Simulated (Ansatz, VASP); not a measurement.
**Two plane-wave programs on AgBr**

Contents of INCAR:

```
SYSTEM = AgBr
PREC = Accurate
ENCUT = 500
EDIFF = 1E-6
ISMEAR = 0
SIGMA = 0.01
LREAL = .False.
LASPH = .True.
NELM = 120
ALGO = Normal
ISIF = 2
LWAVE = .False.
LCHARG = .True.
GGA = PE
LELF = .True.
LVHAR = .True.
NBANDS = 16
GGA_COMPAT = .False.
```

Contents of KPOINTS:

```
Automatic mesh
0
Gamma
  8 8 8
  0 0 0
```

The input POSCAR:

```
AgBr
1.0
    0.0000000000      2.8927333559      2.8927333559
    2.8927333559      0.0000000000      2.8927333559
    2.8927333559      2.8927333559      0.0000000000
Ag Br
1 1
Direct
    0.0000000000      0.0000000000      0.0000000000
    0.5000000000      0.5000000000      0.5000000000
```

Input for Ansatz:

```yaml
crystal:
  lattice:
    - [0.0, 2.8927333559, 2.8927333559]
    - [2.8927333559, 0.0, 2.8927333559]
    - [2.8927333559, 2.8927333559, 0.0]
  atoms:
    - { symbol: Ag, position: [0.0, 0.0, 0.0] }
    - { symbol: Br, position: [0.5, 0.5, 0.5] }
kpoints:
  mp_grid: { grid: [8, 8, 8] }
  band_path:
    path:
      - [0.0, 0.0, 0.0]
      - [0.5, 0.0, 0.5]
      - [0.625, 0.25, 0.625]
      - [0.375, 0.375, 0.75]
      - [0.5, 0.5, 0.5]
      - [0.5, 0.25, 0.75]
      - [0.0, 0.0, 0.5]
    npoints: 1
hamiltonian:
  xc: pbe
scf:
  occupations: { method: fixed }
  n_extra_bands: 4
output:
  forces: true
  stress: true
  eigenvalues: true
```

Alike in both runs: task single point; functional PBE; k mesh 8 × 8 × 8; no spin polarisation.

```csv
,VASP,Ansatz
version,VASP 6.6.1,Ansatz 0.2.0
potentials or method,"VASP PAW PBE potentials, release 64 (Ag, Br)","plane waves, PAW"
plane-wave cutoff (eV),500,420
occupations,"gaussian, width 0.01 eV",fixed
valence electrons in the cell,18,26
```

|  | VASP | Ansatz | Ansatz less VASP |
| --- | --- | --- | --- |
| gap on the k mesh at the Fermi level (eV) | 0.68 | 0.68 | +0.001 |
| pressure (GPa) | 1.2 | 1.2 | +0.04 |

VASP's potentials hold 18 valence electrons a cell and Ansatz's 26, so a difference there can come from the potentials and not from the codes.
